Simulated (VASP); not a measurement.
# Na (Fd-3m) in VASP: notebook

Runs on Na. Level: PBE. Tasks: density of states.

Program: VASP 6.6.1. These are calculated values, not measurements. Logs are shortened: lines on timing, memory, paths and dates and some standing lists are left out, and cuts for length are marked.

**1. The cell of the first run**

Symmetry: Fd-3m, No. 227, cubic system. The conventional cell has a = 6.653 Å, b = 6.653 Å, c = 6.653 Å, α = 90.00°, β = 90.00°, γ = 90.00°. Na (site symmetry -43m) has 4 Na at 2.88 Å within 3.8 Å.

**2. Density of states, PBE (volume scaled by 0.68)**

Contents of POSCAR:

```
Na
1.0
    0.0000000000      3.3266598312      3.3266598312
    3.3266598312      0.0000000000      3.3266598312
    3.3266598312      3.3266598312      0.0000000000
Na
2
Direct
   -0.1250000000     -0.1250000000     -0.1250000000
    0.1250000000      0.1250000000      0.1250000000
```

Contents of INCAR.step1:

```
SYSTEM = Na
PREC = Accurate
ENCUT = 520
EDIFF = 1E-6
ISMEAR = -1
SIGMA = 0.05
LREAL = .FALSE.
LASPH = .TRUE.
NELM = 60
ALGO = Normal
ISIF = 2
LWAVE = .FALSE.
LCHARG = .TRUE.
GGA = PE
NBANDS = 14
```

Contents of KPOINTS.step1:

```
regular mesh
0
G
  9 9 9
  0 0 0
```

Contents of INCAR.step2:

```
SYSTEM = Na
PREC = Accurate
ENCUT = 520
EDIFF = 1E-6
ISMEAR = -5
SIGMA = 0.05
LREAL = .FALSE.
LASPH = .TRUE.
NELM = 60
ALGO = Normal
ISIF = 2
LWAVE = .FALSE.
LCHARG = .FALSE.
GGA = PE
LORBIT = 11
NEDOS = 2001
ICHARG = 11
```

Contents of KPOINTS.step2:

```
regular mesh
0
G
  14 14 14
  0 0 0
```

Potentials or basis: VASP PAW PBE potentials, release 64 (Na_pv).

The run is started by

```
$ cat potpaw_PBE.64/Na_pv/POTCAR > POTCAR
$ cp INCAR.step1 INCAR
$ cp KPOINTS.step1 KPOINTS
$ mpirun -np 1 vasp_std > vasp.out
$ cp INCAR.step2 INCAR
$ cp KPOINTS.step2 KPOINTS
$ mpirun -np 1 vasp_std > vasp.out
```

OUTCAR:

```text
SYSTEM = Na
   PREC = Accurate
   ENCUT = 520
   EDIFF = 1E-6
   ISMEAR = -5
   LREAL = .FALSE.
   LASPH = .TRUE.
   NELM = 60
   ISIF = 2
   GGA = PE
   LORBIT = 11
   ICHARG = 11

 ion  position               nearest neighbor table
   1  0.875  0.875  0.875-
   2  0.125  0.125  0.125-

  LATTYP: Found a face centered cubic cell.
 ALAT       =     6.6533196624

  Lattice vectors:

 A1 = (   0.0000000000,   3.3266598312,   3.3266598312)
 A2 = (   3.3266598312,   0.0000000000,   3.3266598312)
 A3 = (   3.3266598312,   3.3266598312,   0.0000000000)

Analysis of symmetry for initial positions (statically):
=====================================================================
 Subroutine PRICEL returns:
 Original cell was already a primitive cell.

 Routine SETGRP: Setting up the symmetry group for a
 face centered cubic supercell.

 Subroutine GETGRP returns: Found 48 space group operations
 (whereof 12 operations were pure point group operations)
 out of a pool of 48 trial point group operations.

The static configuration has the point symmetry D_3d.
 The point group associated with its full space group is O_h .

Analysis of symmetry for dynamics (positions and initial velocities):
=====================================================================
 Subroutine PRICEL returns:
 Original cell was already a primitive cell.

 Routine SETGRP: Setting up the symmetry group for a
 face centered cubic supercell.

 Subroutine GETGRP returns: Found 48 space group operations
 (whereof 12 operations were pure point group operations)
 out of a pool of 48 trial point group operations.

The dynamic configuration has the point symmetry D_3d.
 The point group associated with its full space group is O_h .

 Subroutine INISYM returns: Found 48 space group operations
 (whereof 12 operations are pure point group operations),
 and found     1 'primitive' translations

----------------------------------------------------------------------------------------

                                     Primitive cell

  volume of cell :      73.6301

  direct lattice vectors                    reciprocal lattice vectors
     0.000000000  3.326659831  3.326659831    -0.150300910  0.150300910  0.150300910
     3.326659831  0.000000000  3.326659831     0.150300910 -0.150300910  0.150300910
     3.326659831  3.326659831  0.000000000     0.150300910  0.150300910 -0.150300910

  length of vectors
     4.704607451  4.704607451  4.704607451     0.260328813  0.260328813  0.260328813

  position of ions in fractional coordinates (direct lattice)
     0.875000000  0.875000000  0.875000000
     0.125000000  0.125000000  0.125000000

  ion indices of the primitive-cell ions
   primitive index   ion index
                 1           1
                 2           2

----------------------------------------------------------------------------------------

 KPOINTS: regular mesh

Automatic generation of k-mesh.
 Grid dimensions read from file:
 generate k-points for:   14   14   14

 Generating k-lattice:

  Cartesian coordinates                     Fractional coordinates (reciprocal lattice)
    -0.010735779  0.010735779  0.010735779     0.071428571  0.000000000  0.000000000
     0.010735779 -0.010735779  0.010735779     0.000000000  0.071428571  0.000000000
     0.010735779  0.010735779 -0.010735779     0.000000000  0.000000000  0.071428571

  Length of vectors
     0.018594915  0.018594915  0.018594915

  Shift w.r.t. Gamma in fractional coordinates (k-lattice)
     0.000000000  0.000000000  0.000000000

 TETIRR: Found    389 inequivalent tetrahedra from    16464

 Subroutine IBZKPT returns following result:
 ===========================================

 Found    104 irreducible k-points:

 Following reciprocal coordinates:
            Coordinates               Weight
  0.000000  0.000000  0.000000      1.000000
  0.071429  0.000000  0.000000      8.000000
  0.142857  0.000000  0.000000      8.000000
  0.214286  0.000000  0.000000      8.000000
  0.285714  0.000000  0.000000      8.000000
  0.357143  0.000000  0.000000      8.000000
[... 16 lines left out ...]
  0.214286  0.142857  0.000000     24.000000
  0.285714  0.142857  0.000000     24.000000
 [... further k-points ...]
   k-points           NKPTS =    104   k-points in BZ     NKDIM =    104   number of bands    NBANDS=     11
   number of dos      NEDOS =   2001   number of ions     NIONS =      2
   total plane-waves  NPLWV =  46656
   dimension x,y,z NGX =    36 NGY =   36 NGZ =   36
   dimension x,y,z NGXF=    72 NGYF=   72 NGZF=   72
   ions per type =               2
   NGX,Y,Z   is equivalent  to a cutoff of  12.72, 12.72, 12.72 a.u.
   NGXF,Y,Z  is equivalent  to a cutoff of  25.44, 25.44, 25.44 a.u.
 SYSTEM =  Na
   PREC   = accura    normal or accurate (medium, high low for compatibility)
   ISTART =      0    job   : 0-new  1-cont  2-samecut
   ICHARG =     11    charge: 1-file 2-atom 10-const
   ISPIN  =      1    spin polarized calculation?
   LNONCOLLINEAR =      F non collinear calculations
   LSORBIT =      F    spin-orbit coupling
   LASPH  =      T    aspherical Exc in radial PAW
   ENCUT  =  520.0 eV  38.22 Ry    6.18 a.u.   8.75  8.75  8.75*2*pi/ulx,y,z
   NELM   =     60;   NELMIN=  2; NELMDL=  0     # of ELM steps
   EDIFF  = 0.1E-05   stopping-criterion for ELM
   LREAL  =      F    real-space projection
   EDIFFG = 0.1E-04   stopping-criterion for IOM
   NSW    =      0    number of steps for IOM
   IBRION =     -1    ionic relax: 0-MD 1-quasi-New 2-CG
   NFREE  =      0    steps in history (QN), initial steepest desc. (CG)
   ISIF   =      2    stress and relaxation
   ISYM   =      2    0-nonsym 1-usesym 2-fastsym
   POTIM  = 0.5000    time-step for ionic-motion
   TEBEG  =    0.0;   TEEND  =   0.0 temperature during run
   PSTRESS=    0.0 pullay stress
   NELECT =      14.0000    total number of electrons
   NUPDOWN=      -1.0000    fix difference up-down
   EMIN   =  10.00;   EMAX   =-10.00  energy-range for DOS
   EFERMI =   0.00;   METHOD = LEGACY
   ISMEAR =    -5;   SIGMA  =   0.05  broadening in eV -4-tet -1-fermi 0-gaus
   EFERMI_NEDOS =   21; number of points for ismear=-14 and -15
   IALGO  =     38    algorithm
   IMIX   =      4    mixing-type and parameters
     AMIX     =   0.40;   BMIX     =  1.00
     AMIX_MAG =   1.60;   BMIX_MAG =  1.00
  volume/ion in A,a.u.               =      36.82       248.44
  Fermi-wavevector in a.u.,A,eV,Ry     =   0.941382  1.778954 12.057478  0.886200
  Thomas-Fermi vector in A             =   2.068887
   LORBIT       =     11    0 simple, 1 ext, 2 COOP (PROOUT), +10 PAW based schemes
   GGA     = PE    functional components
   LHFCALC =     F    Hartree Fock is set to
   AEXX    =    0.0000 exact exchange contribution
   IVDW    =     0    specifies the selected vdW correction
   LEPSILON=     F    determine dielectric tensor
   LRPA    =     F    only Hartree local field effects (RPA)
 non-spin polarized calculation
 Fermi weights with tetrahedron method with Bloechl corrections
  energy-cutoff  :      520.00
  volume of cell :       73.63
 maximum number of plane-waves:      2012

 number of electron      14.0000020 magnetization

 Free energy of the ion-electron system (eV)
  ---------------------------------------------------
  ext. energy  EPLUGINS =         0.00000000
  ---------------------------------------------------
  free energy    TOTEN  =        -1.76499857 eV

  energy without entropy =       -1.76499857  energy(sigma->0) =       -1.76499857

 E-fermi :   0.4200     XC(G=0):  -6.4727

 val. band max:        0.5075221572   @ k =   0.5000   0.5000   0.0000
 cond. band min:       0.3000868075   @ k =  -0.3571   0.2857   0.1429
 fundamental gap:     -0.2074353497
 Fermi energy:         0.4200013782

 k-point     1 :       0.0000    0.0000    0.0000
  band No.  band energies     occupation
      1     -25.1366      2.00000
      2     -25.1366      2.00000
      3     -25.1366      2.00000
      4     -25.0340      2.00000
      5     -25.0340      2.00000
      6     -25.0340      2.00000
      7      -2.9075      2.00000
      8       6.3136      0.00000
      9       6.3136      0.00000
     10       6.3138      0.00000
     11       6.5215      0.00000

 k-point     2 :       0.0714    0.0000    0.0000
  band No.  band energies     occupation
      1     -25.1373      2.00000
      2     -25.1373      2.00000
      3     -25.1366      2.00000
      4     -25.0342      2.00000
      5     -25.0334      2.00000
      6     -25.0334      2.00000
      7      -2.8536      2.00000
      8       5.4253      0.00000
      9       6.0266      0.00000
     10       6.0266      0.00000
     11       6.8924      0.00000

 k-point     3 :       0.1429    0.0000    0.0000
  band No.  band energies     occupation
      1     -25.1392      2.00000
      2     -25.1392      2.00000
      3     -25.1368      2.00000
      4     -25.0348      2.00000
      5     -25.0316      2.00000
      6     -25.0316      2.00000
      7      -2.6924      2.00000
      8       4.3334      0.00000
      9       5.7439      0.00000
     10       5.7439      0.00000
     11       7.0842      0.00000
[... 267 lines left out ...]
 k-point    23 :       0.2143    0.1429    0.0000
  band No.  band energies     occupation
      1     -25.1449      2.00000
      2     -25.1449      2.00000
      3     -25.1298      2.00000
      4     -25.0423      2.00000
      5     -25.0262      2.00000
      6     -25.0262      2.00000
      7      -2.4246      2.00000
      8       4.1171      0.00000
      9       4.7062      0.00000
     10       5.4093      0.00000
     11       5.8613      0.00000

 k-point    24 :       0.2857    0.1429    0.0000
  band No.  band energies     occupation
      1     -25.1482      2.00000
      2     -25.1476      2.00000
      3     -25.1282      2.00000
      4     -25.0446      2.00000
      5     -25.0236      2.00000
      6     -25.0234      2.00000
      7      -2.1230      2.00000
      8       3.0796      0.00000
      9       4.5401      0.00000
     10       5.1899      0.00000
     11       5.3684      0.00000

 [... further k-points ...]

------------------------ aborting loop because EDIFF is reached ----------------------------------------

  FORCE on cell =-STRESS in cart. coord.  units (eV):
  Direction    XX          YY          ZZ          XY          YZ          ZX
  --------------------------------------------------------------------------------------
  -------------------------------------------------------------------------------------
  Total        1.0387562      1.0387562      1.0387562     -0.0000000     -0.0000000      0.0000000
  in kB       22.6031530     22.6031530     22.6031530     -0.0000000     -0.0000000      0.0000000
  external PRESSURE =      22.6031530 kB  Pullay stress =       0.0000000 kB

 VOLUME and BASIS-vectors are now :
 -----------------------------------------------------------------------------
  energy-cutoff  :      520.00
  volume of cell :       73.63
      direct lattice vectors                 reciprocal lattice vectors
     0.000000000  3.326659831  3.326659831    -0.150300910  0.150300910  0.150300910
     3.326659831  0.000000000  3.326659831     0.150300910 -0.150300910  0.150300910
     3.326659831  3.326659831  0.000000000     0.150300910  0.150300910 -0.150300910

 POSITION                                       TOTAL-FORCE (eV/Angst)
 -----------------------------------------------------------------------------------
      5.82165      5.82165      5.82165        -0.000000      0.000000      0.000000
      0.83166      0.83166      0.83166         0.000000     -0.000000     -0.000000
 -----------------------------------------------------------------------------------
    total drift:                                0.000000      0.000000      0.000000

  FREE ENERGIE OF THE ION-ELECTRON SYSTEM (eV)
  ---------------------------------------------------
  free  energy   TOTEN  =        -1.7649985704 eV

  energy  without entropy=       -1.7649985704  energy(sigma->0) =       -1.76499857

 total charge

# of ion       s       p       d       tot
------------------------------------------
    1        0.130   5.964   0.000   6.094
    2        0.130   5.964   0.000   6.094
--------------------------------------------------
tot          0.259  11.928   0.000  12.187
```

It took 53 s on 1 thread of Intel Xeon Platinum 8488C (Sapphire Rapids), shared host; peak memory 0.22 GiB.

Results:

```yaml
Valence_electrons_inside_the_program's_atomic_spheres: Na 6.09
```

Caveat: tetrahedron occupations give inexact forces and stress in metals.

**3. Density of states, PBE (volume scaled by 0.84)**

Contents of POSCAR:

```
Na
1.0
    0.0000000000      3.5694271169      3.5694271169
    3.5694271169      0.0000000000      3.5694271169
    3.5694271169      3.5694271169      0.0000000000
Na
2
Direct
   -0.1250000000     -0.1250000000     -0.1250000000
    0.1250000000      0.1250000000      0.1250000000
```

INCAR.step1 is that of step 2.

KPOINTS.step1 is that of step 2.

INCAR.step2 is that of step 2.

KPOINTS.step2 is that of step 2.

Potentials or basis: VASP PAW PBE potentials, release 64 (Na_pv).

The run is started by

```
$ cat potpaw_PBE.64/Na_pv/POTCAR > POTCAR
$ cp INCAR.step1 INCAR
$ cp KPOINTS.step1 KPOINTS
$ mpirun -np 1 vasp_std > vasp.out
$ cp INCAR.step2 INCAR
$ cp KPOINTS.step2 KPOINTS
$ mpirun -np 1 vasp_std > vasp.out
```

Run time: 75 s. Hardware: 1 thread of Intel Xeon Platinum 8488C (Sapphire Rapids), shared host; peak memory 0.26 GiB.

It converged, with:

```yaml
Valence_electrons_inside_the_program's_atomic_spheres: Na 6.08
```

Levels at points of the mesh, in eV from the Fermi level:
```csv
k point,band 5,band 6,band 7,band 8,band 9,band 10
"(0.00, 0.00, 0.00)",-25.39,-25.39,-2.88,5.15,5.15,5.15
"(0.50, 0.00, 0.00)",-25.38,-25.38,-0.84,-0.45,4.38,4.38
"(0.50, 0.50, 0.00)",-25.37,-25.37,0.07,0.07,2.66,2.66
```

Caveat: tetrahedron occupations give inexact forces and stress in metals.

**4. Density of states, PBE (volume scaled by 0.84)**

POSCAR is that of step 3.

Contents of INCAR.step1:

```
PREC = Accurate ; ENCUT = 520
EDIFF = 1E-6 ; ISMEAR = -1
SIGMA = 0.05 ; LREAL = False
LASPH = True ; NELM = 80
ALGO = Normal ; ISIF = 2
LWAVE = False ; LCHARG = True
GGA = PE ; NBANDS = 14
```

Contents of KPOINTS.step1:

```
regular mesh
0
Gamma
  9 9 9
```

Contents of INCAR.step2:

```
PREC = Accurate ; ENCUT = 520
EDIFF = 1E-6 ; ISMEAR = -5
SIGMA = 0.05 ; LREAL = False
LASPH = True ; NELM = 80
ALGO = Normal ; ISIF = 2
LWAVE = False ; LCHARG = False
GGA = PE ; LORBIT = 10
NEDOS = 2001 ; ICHARG = 11
```

Contents of KPOINTS.step2:

```
regular mesh
0
Gamma
  14 14 14
```

The run is started by

```
$ cat potpaw_PBE.64/Na_pv/POTCAR > POTCAR
$ cp INCAR.step1 INCAR
$ cp KPOINTS.step1 KPOINTS
$ mpirun -np 1 vasp_std > vasp.out
$ cp INCAR.step2 INCAR
$ cp KPOINTS.step2 KPOINTS
$ mpirun -np 1 vasp_std > vasp.out
```

Wall time 49 s (1 thread of Intel Xeon Platinum 8488C (Sapphire Rapids), shared host); peak memory 0.26 GiB.

Results (log left out):

| Quantity | Value |
| --- | --- |
| Valence electrons inside the program's atomic spheres | Na 6.08 |

Levels at points of the mesh, in eV from the Fermi level:
```csv
k point,band 4,band 5,band 6,band 7,band 8,band 9,band 10,band 11
"(0.00, 0.00, 0.00)",-25.39,-25.39,-25.39,-2.88,5.15,5.15,5.15,5.42
"(0.50, 0.00, 0.00)",-25.39,-25.38,-25.38,-0.84,-0.45,4.38,4.38,4.97
"(0.50, 0.50, 0.00)",-25.41,-25.37,-25.37,0.07,0.07,2.66,2.66,3.30
```

Caveat: tetrahedron occupations give inexact forces and stress in metals.
